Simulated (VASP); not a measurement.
Crystal: Ba2S.

```
CELL_PARAMETERS angstrom
8.85286 0.00000 0.00000
0.00000 5.55153 0.00000
0.00000 0.00000 4.33737
ATOMIC_POSITIONS crystal
Ba 0.25000 0.75000 0.00000
Ba 0.25000 0.25000 0.00000
Ba 0.75000 0.75000 0.00000
Ba 0.75000 0.25000 0.00000
S 0.25000 0.00000 0.51127
S 0.75000 0.00000 0.48873
```

The cell was generated, and may not be a known phase.

- Program: VASP 6.6.1
- Task: relaxation of cell and atoms
- Functional: PBE
- Potentials or basis: VASP PAW PBE potentials, release 64 (Ba_sv, S)
- Cutoff: 600 eV
- k mesh: 2 × 4 × 4
- Occupations: gaussian, width 0.1 eV
- Spin: no spin polarisation

At the start: pressure 25.6 GPa; volume 35.53 Å³/atom.

Problem. How do energy, volume and symmetry change on relaxing?

Solution. Over 11 steps the energy falls by 1698.5 meV/atom and the volume is 53.94 Å³/atom (+51.8 %); space group Pmma (No. 51, to 0.1 Å) before, Pmmm (No. 47, to 0.1 Å).

The path:
```csv
step,energy change (eV),largest force (eV/Å),pressure (GPa),volume (Å³)
1,0.0000,2.5611,25.56,213.17
2,-5.5008,1.5601,-2.79,421.63
3,-7.9693,1.0674,-0.22,306.67
4,-9.3917,0.3472,-0.08,311.89
5,-9.9780,0.2101,1.01,310.04
6,-10.1573,0.2244,0.76,312.47
7,-10.1677,0.2007,-0.42,326.66
8,-10.1849,0.0741,0.07,320.46
9,-10.1850,0.0754,0.08,320.16
10,-10.1890,0.0511,0.06,321.57
11,-10.1912,0.0156,0.03,323.65
```

Final structure:
```xyz
6
Lattice="8.8554 0.0000 0.0000 0.0000 8.5079 0.0000 0.0000 0.0000 4.2958" Properties=species:S:1:pos:R:3 pbc="T T T"
Ba    2.2138    6.3954    0.0176
Ba    2.2138    2.1125    0.0176
Ba    6.6415    6.3954    4.2782
Ba    6.6415    2.1125    4.2782
S     2.2138    0.0000    2.1636
S     6.6415    0.0000    2.1322
```

Caveat: the k points lie up to 0.37 Å⁻¹ apart in the final cell; the volume moved by over 15 % at a fixed basis, so the end points are rough.
